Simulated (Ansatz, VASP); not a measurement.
## Pd in VASP and in Ansatz

INCAR

```
PREC = Accurate
ENCUT = 520
EDIFF = 1E-7
ISMEAR = -1
SIGMA = 0.05
LREAL = F
LASPH = T
NELM = 150
ALGO = Fast
ISIF = 2
LWAVE = F
LCHARG = T
LNONCOLLINEAR = T
MAGMOM = 0 0 0 0 0 0
LORBIT = 11
LSORBIT = T
GGA_COMPAT = F
LORBMOM = T
LMAXMIX = 4
GGA = CA
LVHAR = T
NBANDS = 32
```

KPOINTS

```
regular mesh
0
Gamma
  8 8 5
```

File POSCAR:

```
Pd
1.0
    2.7836650458      0.0000000000      0.0000000000
   -1.3918325229      2.4107246453      0.0000000000
    0.0000000000      0.0000000000      4.6288930000
Pd
2
Direct
    0.3333333333      0.6666666667      0.2500000000
    0.6666666667      0.3333333333      0.7500000000
```

Contents of input.yaml:

```yaml
crystal:
  lattice:
    - [2.7836650458, 0.0, 0.0]
    - [-1.3918325229, 2.4107246453, 0.0]
    - [0.0, 0.0, 4.628893]
  atoms:
    - { symbol: Pd, position: [0.3333333333, 0.6666666667, 0.25] }
    - { symbol: Pd, position: [0.6666666667, 0.3333333333, 0.75] }
hamiltonian:
  xc: lda
  pseudopotentials: { kind: paw_fr }
magnetization:
  noncollinear: true
  spin_orbit: true
kpoints:
  mp_grid: { grid: [8, 8, 5] }
  band_path:
    path:
      - [[0.0, 0.0, 0.0], [0.5, 0.0, 0.0], [0.3333333333, 0.3333333333, 0.0], [0.0, 0.0, 0.0], [0.0, 0.0, 0.5], [0.5, 0.0, 0.5], [0.3333333333, 0.3333333333, 0.5], [0.0, 0.0, 0.5]]
      - [[0.5, 0.0, 0.5], [0.5, 0.0, 0.0]]
      - [[0.3333333333, 0.3333333333, 0.0], [0.3333333333, 0.3333333333, 0.5]]
    npoints: 14
scf:
  occupations: { method: fermi_dirac, width: 0.05 }
  n_extra_bands: 6
output:
  forces: true
  stress: true
  eigenvalues: true
  fatbands: false
  write_density: true
  write_potential: true
  elf: true
  volumetric_format: npy
```

Alike in both runs: functional LDA; k mesh 8 × 8 × 5; occupations fermi-dirac, width 0.05 eV; non-collinear spin, spin-orbit coupling.

|  | VASP | Ansatz |
| --- | --- | --- |
| version | VASP 6.6.1 | Ansatz 0.2.0 |
| potentials or method | VASP PAW LDA potentials, release 64 (Pd) | Ansatz PAW |
| plane-wave cutoff (eV) | 520 | 420 |
| valence electrons in the cell | 20 | 36 |
| task | single point | band structure |

VASP gave:

```
pressure (GPa)                                                : -15.2
traceless stress, the component that is largest in VASP (GPa) : 0.81
```

Question: Estimate Ansatz's values.

Answer: Pressure (GPa): -15.5; traceless stress, the component that is largest in VASP (GPa): 0.88.

LDA's correlation is that of Perdew and Zunger in VASP and of Perdew and Wang (1992) in Ansatz. VASP's potentials hold 20 valence electrons a cell and Ansatz's 36, so a difference there can come from the potentials and not from the codes.
